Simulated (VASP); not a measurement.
# Ta in VASP: further runs, part 2 of 3

VASP 6.6.1. Earlier steps stand in the parts before.

**4. Electric field gradients, PBE (equal xx and yy strain of +2 %)**

INCAR

```
SYSTEM = Ta
PREC     = Accurate       ! precision mode
ENCUT    = 520            ! plane-wave cutoff, eV
EDIFF    = 1E-8           ! SCF threshold, eV
ISMEAR   = -1             ! smearing method
SIGMA    = 0.08           ! smearing width, eV
LREAL    = .False.        ! projectors in reciprocal space
LASPH    = .True.         ! aspherical terms in the spheres
NELM     = 60             ! most SCF steps
ALGO     = Normal         ! electronic algorithm
ISIF     = 2              ! what is computed and relaxed
LWAVE    = .False.        ! write WAVECAR
LCHARG   = .False.        ! write CHGCAR
GGA      = PE             ! functional
LEFG     = .True.       
NBANDS   = 12             ! bands
```

KPOINTS

```
regular mesh
0
Gamma
  17 17 17
  0 0 0
```

POSCAR

```
Ta
1.0
   -1.6843056000      1.6843056000      1.6512800000
    1.6843056000     -1.6843056000      1.6512800000
    1.6843056000      1.6843056000     -1.6512800000
Ta
1
Direct
    0.0000000000      0.0000000000      0.0000000000
```

Potentials or basis: VASP PAW PBE potentials, release 64 (Ta_pv).

On the command line:

```console
cat potpaw_PBE.64/Ta_pv/POTCAR > POTCAR
mpirun -np 1 vasp_std > vasp.out
```

OUTCAR:

```text
SYSTEM = Ta
   PREC = Accurate
   ENCUT = 520
   EDIFF = 1E-8
   ISMEAR = -1
   LREAL = .False.
   LASPH = .True.
   NELM = 60
   ISIF = 2
   GGA = PE

 ion  position               nearest neighbor table
   1  0.000  0.000  0.000-

  LATTYP: Found a body centered tetragonal cell.
 ALAT       =     3.3686112000
 C/A-ratio  =     0.9803921569

  Lattice vectors:

 A1 = (  -1.6843056000,   1.6843056000,   1.6512800000)
 A2 = (   1.6843056000,  -1.6843056000,   1.6512800000)
 A3 = (   1.6843056000,   1.6843056000,  -1.6512800000)

Analysis of symmetry for initial positions (statically):
=====================================================================
 Subroutine PRICEL returns:
 Original cell was already a primitive cell.

 Routine SETGRP: Setting up the symmetry group for a
 body centered tetragonal supercell.

 Subroutine GETGRP returns: Found 16 space group operations
 (whereof 16 operations were pure point group operations)
 out of a pool of 16 trial point group operations.

The static configuration has the point symmetry D_4h.

Analysis of symmetry for dynamics (positions and initial velocities):
=====================================================================
 Subroutine PRICEL returns:
 Original cell was already a primitive cell.

 Routine SETGRP: Setting up the symmetry group for a
 body centered tetragonal supercell.

 Subroutine GETGRP returns: Found 16 space group operations
 (whereof 16 operations were pure point group operations)
 out of a pool of 16 trial point group operations.

The dynamic configuration has the point symmetry D_4h.

 Subroutine INISYM returns: Found 16 space group operations
 (whereof 16 operations are pure point group operations),
 and found     1 'primitive' translations

----------------------------------------------------------------------------------------

                                     Primitive cell

  volume of cell :      18.7380

  direct lattice vectors                    reciprocal lattice vectors
    -1.684305600  1.684305600  1.651280000     0.000000000  0.296858242  0.302795407
     1.684305600 -1.684305600  1.651280000     0.296858242  0.000000000  0.302795407
     1.684305600  1.684305600 -1.651280000     0.296858242  0.296858242  0.000000000

  length of vectors
     2.898360976  2.898360976  2.898360976     0.424039945  0.424039945  0.419820952

  position of ions in fractional coordinates (direct lattice)
     0.000000000  0.000000000  0.000000000

  ion indices of the primitive-cell ions
   primitive index   ion index
                 1           1

----------------------------------------------------------------------------------------

 KPOINTS: regular mesh

Automatic generation of k-mesh.
 Grid dimensions read from file:
 generate k-points for:   17   17   17

 Generating k-lattice:

  Cartesian coordinates                     Fractional coordinates (reciprocal lattice)
     0.000000000  0.017462250  0.017811495     0.058823529 -0.000000000  0.000000000
     0.017462250  0.000000000  0.017811495    -0.000000000  0.058823529  0.000000000
     0.017462250  0.017462250  0.000000000     0.000000000  0.000000000  0.058823529

[... 66 lines left out ...]
   PSTRESS=    0.0 pullay stress
   NELECT =      11.0000    total number of electrons
   NUPDOWN=      -1.0000    fix difference up-down
   EMIN   =  10.00;   EMAX   =-10.00  energy-range for DOS
   EFERMI =   0.00;   METHOD = LEGACY
   ISMEAR =    -1;   SIGMA  =   0.08  broadening in eV -4-tet -1-fermi 0-gaus
   EFERMI_NEDOS =   21; number of points for ismear=-14 and -15
   IALGO  =     38    algorithm
   IMIX   =      4    mixing-type and parameters
     AMIX     =   0.40;   BMIX     =  1.00
     AMIX_MAG =   1.60;   BMIX_MAG =  1.00
  volume/ion in A,a.u.               =      18.74       126.45
  Fermi-wavevector in a.u.,A,eV,Ry     =   1.370771  2.590381 25.565524  1.879013
  Thomas-Fermi vector in A             =   2.496527
   LORBIT       =      0    0 simple, 1 ext, 2 COOP (PROOUT), +10 PAW based schemes
   GGA     = PE    functional components
   LHFCALC =     F    Hartree Fock is set to
   AEXX    =    0.0000 exact exchange contribution
   IVDW    =     0    specifies the selected vdW correction
   LEPSILON=     F    determine dielectric tensor
   LRPA    =     F    only Hartree local field effects (RPA)
 non-spin polarized calculation
  energy-cutoff  :      520.00
  volume of cell :       18.74
 maximum number of plane-waves:       523
 NGX is ok and might be reduce to    24
   NGX = 11   NGY = 11   NGZ = 11

 number of electron      10.9999999 magnetization

 Free energy of the ion-electron system (eV)
  ---------------------------------------------------
  ext. energy  EPLUGINS =         0.00000000
  ---------------------------------------------------
  free energy    TOTEN  =       -11.81997947 eV

  energy without entropy =      -11.79124721  energy(sigma->0) =      -11.80561334

 E-fermi :   5.1831     XC(G=0): -12.4172

 val. band max:        5.1785305807   @ k =  -0.1765  -0.2353   0.1765
 cond. band min:       5.1894463020   @ k =  -0.2353   0.4118   0.1176
 fundamental gap:      0.0109157213
 Fermi energy:         5.1831099354

 k-point     1 :       0.0000    0.0000    0.0000
  band No.  band energies     occupation
      1     -28.0591      2.00000
      2     -28.0591      2.00000
      3     -28.0550      2.00000
      4      -2.5922      2.00000
      5       5.7450      0.00178
      6       5.9871      0.00009
      7       5.9871      0.00009
      8       8.8674      0.00000
      9       9.1991      0.00000
     10      19.7307      0.00000
     11      19.8809      0.00000
     12      19.8809      0.00000
[... 331 lines left out ...]
 k-point    24 :      -0.1176    0.0588   -0.0000
  band No.  band energies     occupation
      1     -28.1687      2.00000
      2     -28.0813      2.00000
      3     -28.0666      2.00000
      4      -2.1596      2.00000
      5       5.6108      0.00949
      6       5.7920      0.00099
      7       6.3868      0.00000
      8       8.5220      0.00000
      9       9.1588      0.00000
     10      19.7303      0.00000
     11      20.3004      0.00000
     12      20.7880      0.00000

 [... further k-points ...]
[... 5 lines left out ...]
  --------------------------------------------------------------------------------------
  -------------------------------------------------------------------------------------
  Total       -0.5802655     -0.5802655     -0.3780136      0.0000000     -0.0000000      0.0000000
  in kB      -49.6152116    -49.6152116    -32.3217980      0.0000000     -0.0000000      0.0000000
  external PRESSURE =     -43.8507404 kB  Pullay stress =       0.0000000 kB

 VOLUME and BASIS-vectors are now :
 -----------------------------------------------------------------------------
  energy-cutoff  :      520.00
  volume of cell :       18.74
      direct lattice vectors                 reciprocal lattice vectors
    -1.684305600  1.684305600  1.651280000     0.000000000  0.296858242  0.302795407
     1.684305600 -1.684305600  1.651280000     0.296858242  0.000000000  0.302795407
     1.684305600  1.684305600 -1.651280000     0.296858242  0.296858242  0.000000000

 POSITION                                       TOTAL-FORCE (eV/Angst)
 -----------------------------------------------------------------------------------
      0.00000      0.00000      0.00000         0.000000      0.000000     -0.000000
 -----------------------------------------------------------------------------------
    total drift:                                0.000000      0.000000      0.000000

  FREE ENERGIE OF THE ION-ELECTRON SYSTEM (eV)
  ---------------------------------------------------
  free  energy   TOTEN  =       -11.8199794659 eV

  energy  without entropy=      -11.7912472089  energy(sigma->0) =      -11.80561334

 Electric field gradients (V/A^2)
---------------------------------------------------------------------
 ion       V_xx      V_yy      V_zz      V_xy      V_xz      V_yz
---------------------------------------------------------------------
   1       5.779     5.779   -11.558     0.000     0.000     0.000
---------------------------------------------------------------------

 Electric field gradients after diagonalization (V/A^2)
 (convention: |V_zz| > |V_xx| > |V_yy|)
----------------------------------------------------------------------
 ion       V_xx      V_yy      V_zz     asymmetry (V_yy - V_xx)/ V_zz
----------------------------------------------------------------------
   1       5.779     5.779   -11.558       0.000
----------------------------------------------------------------------

           NMR quadrupolar parameters

 Cq : quadrupolar parameter    Cq=e*Q*V_zz/h
 eta: asymmetry parameters     (V_yy - V_xx)/ V_zz
 Q  : nuclear electric quadrupole moment in mb (millibarn)
----------------------------------------------------------------------
 ion       Cq(MHz)       eta       Q (mb)
----------------------------------------------------------------------
   1      -0.028       0.000       1.000
----------------------------------------------------------------------
```

Wall time 1.9 min (1 thread of AMD EPYC 7R43 (Zen 3), shared host); peak memory 0.17 GiB.

What came out:

| Item | Value |
| --- | --- |
| Free energy | -11.8200 eV |
| Pressure | -4.4 GPa |

Stress tensor (GPa, compression positive):
```
-4.96  0.00  0.00
 0.00 -4.96  0.00
 0.00  0.00 -3.23
```

Electric field gradients, principal values (V/Å²):
| atom | least | middle | greatest (by size) |
| --- | --- | --- | --- |
| 1 Ta | 5.779 | 5.779 | -11.558 |

Caveat: the cell differs from its parent crystal (equal xx and yy strain of +2 %); without QUAD_EFG the Cq values of the log hold for a quadrupole moment of 1 mb, not for the nuclei; spin-orbit coupling is left out, which moves the levels of the heavy elements.

**5. Electric field gradients, PBE (volume scaled by 0.94)**

INCAR

```
PREC = Accurate ; ENCUT = 520
EDIFF = 1E-8 ; ISMEAR = -1
SIGMA = 0.08 ; LREAL = False
LASPH = True ; NELM = 60
ALGO = Normal ; ISIF = 2
LWAVE = False ; LCHARG = False
GGA = PE ; LEFG = True
NBANDS = 12
```

KPOINTS

```
Automatic mesh
0
Gamma
  17 17 17
```

POSCAR

```
Ta
1.0
   -1.6175709496      1.6175709496      1.6175709496
    1.6175709496     -1.6175709496      1.6175709496
    1.6175709496      1.6175709496     -1.6175709496
Ta
1
Direct
    0.0000000000      0.0000000000      0.0000000000
```

Potentials or basis: VASP PAW PBE potentials, release 64 (Ta_pv).

On the command line:

```console
cat potpaw_PBE.64/Ta_pv/POTCAR > POTCAR
mpirun -np 1 vasp_std > vasp.out
```

OUTCAR:

```text
PREC = Accurate
   ENCUT = 520
   EDIFF = 1E-8
   ISMEAR = -1
   LREAL = False
   LASPH = True
   NELM = 60
   ISIF = 2
   GGA = PE

 ion  position               nearest neighbor table
   1  0.000  0.000  0.000-

  LATTYP: Found a body centered cubic cell.
 ALAT       =     3.2351418992

  Lattice vectors:

 A1 = (  -1.6175709496,   1.6175709496,   1.6175709496)
 A2 = (   1.6175709496,  -1.6175709496,   1.6175709496)
 A3 = (   1.6175709496,   1.6175709496,  -1.6175709496)

Analysis of symmetry for initial positions (statically):
=====================================================================
 Subroutine PRICEL returns:
 Original cell was already a primitive cell.

 Routine SETGRP: Setting up the symmetry group for a
 body centered cubic supercell.

 Subroutine GETGRP returns: Found 48 space group operations
[... 9 lines left out ...]

 Routine SETGRP: Setting up the symmetry group for a
 body centered cubic supercell.

 Subroutine GETGRP returns: Found 48 space group operations
[... 11 lines left out ...]
                                     Primitive cell

  volume of cell :      16.9297

  direct lattice vectors                    reciprocal lattice vectors
    -1.617570950  1.617570950  1.617570950     0.000000000  0.309105452  0.309105452
     1.617570950 -1.617570950  1.617570950     0.309105452  0.000000000  0.309105452
     1.617570950  1.617570950 -1.617570950     0.309105452  0.309105452  0.000000000

  length of vectors
     2.801715070  2.801715070  2.801715070     0.437141123  0.437141123  0.437141123

  position of ions in fractional coordinates (direct lattice)
     0.000000000  0.000000000  0.000000000

  ion indices of the primitive-cell ions
   primitive index   ion index
[... 129 lines left out ...]
  band No.  band energies     occupation
      1     -26.8213      2.00000
      2     -26.8213      2.00000
      3     -26.8213      2.00000
      4      -2.1494      2.00000
      5       6.7309      0.00019
      6       6.7309      0.00019
      7       6.7309      0.00019
      8      10.2284      0.00000
      9      10.2284      0.00000
     10      20.9108      0.00000
     11      21.3045      0.00000
     12      21.3045      0.00000
[... 331 lines left out ...]
 k-point    24 :       0.1765    0.1765    0.0000
  band No.  band energies     occupation
      1     -27.7524      2.00000
      2     -27.1293      2.00000
      3     -26.9182      2.00000
      4       1.2808      2.00000
      5       5.0174      1.99999
      6       5.3280      1.99950
      7       9.1870      0.00000
      8      11.0177      0.00000
      9      11.1953      0.00000
     10      20.8902      0.00000
     11      21.3639      0.00000
     12      23.4726      0.00000

 [... further k-points ...]
[... 5 lines left out ...]
  --------------------------------------------------------------------------------------
  -------------------------------------------------------------------------------------
  Total        1.8828944      1.8828944      1.8828944     -0.0000000     -0.0000000      0.0000000
  in kB      178.1913134    178.1913134    178.1913134     -0.0000000     -0.0000000      0.0000000
  external PRESSURE =     178.1913134 kB  Pullay stress =       0.0000000 kB

 VOLUME and BASIS-vectors are now :
 -----------------------------------------------------------------------------
  energy-cutoff  :      520.00
  volume of cell :       16.93
      direct lattice vectors                 reciprocal lattice vectors
    -1.617570950  1.617570950  1.617570950     0.000000000  0.309105452  0.309105452
     1.617570950 -1.617570950  1.617570950     0.309105452  0.000000000  0.309105452
     1.617570950  1.617570950 -1.617570950     0.309105452  0.309105452  0.000000000

 POSITION                                       TOTAL-FORCE (eV/Angst)
 -----------------------------------------------------------------------------------
      0.00000      0.00000      0.00000         0.000000     -0.000000      0.000000
 -----------------------------------------------------------------------------------
    total drift:                               -0.000000      0.000000     -0.000000

  FREE ENERGIE OF THE ION-ELECTRON SYSTEM (eV)
  ---------------------------------------------------
  free  energy   TOTEN  =       -11.7553231190 eV

  energy  without entropy=      -11.7292728802  energy(sigma->0) =      -11.74229800

 Electric field gradients (V/A^2)
---------------------------------------------------------------------
 ion       V_xx      V_yy      V_zz      V_xy      V_xz      V_yz
---------------------------------------------------------------------
   1      -0.000     0.000    -0.000    -0.000    -0.000    -0.000
---------------------------------------------------------------------

 Electric field gradients after diagonalization (V/A^2)
 (convention: |V_zz| > |V_xx| > |V_yy|)
----------------------------------------------------------------------
 ion       V_xx      V_yy      V_zz     asymmetry (V_yy - V_xx)/ V_zz
----------------------------------------------------------------------
   1       0.000     0.000    -0.001       0.000
----------------------------------------------------------------------

           NMR quadrupolar parameters

 Cq : quadrupolar parameter    Cq=e*Q*V_zz/h
 eta: asymmetry parameters     (V_yy - V_xx)/ V_zz
 Q  : nuclear electric quadrupole moment in mb (millibarn)
----------------------------------------------------------------------
 ion       Cq(MHz)       eta       Q (mb)
----------------------------------------------------------------------
   1      -0.000       0.000       1.000
----------------------------------------------------------------------
```

stdout:

```text
POSCAR found type information on POSCAR Ta
 POSCAR found :  1 types and       1 ions
 scaLAPACK will be used
 LDA part: xc-table for (Slater+PW92), standard interpolation
 POSCAR, INCAR and KPOINTS ok, starting setup
 FFT: planning ... GRIDC
 FFT: planning ... GRID_SOFT
 FFT: planning ... GRID
 WAVECAR not read
 entering main loop
ion   1
```

Wall time 80 s (1 thread of AMD EPYC 7R13, shared host); peak memory 0.13 GiB.

What came out:

- Free energy: -11.7553 eV
- Pressure: 17.8 GPa

Caveat: without QUAD_EFG the Cq values of the log hold for a quadrupole moment of 1 mb, not for the nuclei; spin-orbit coupling is left out, which moves the levels of the heavy elements.

[end of part 2 of 3]
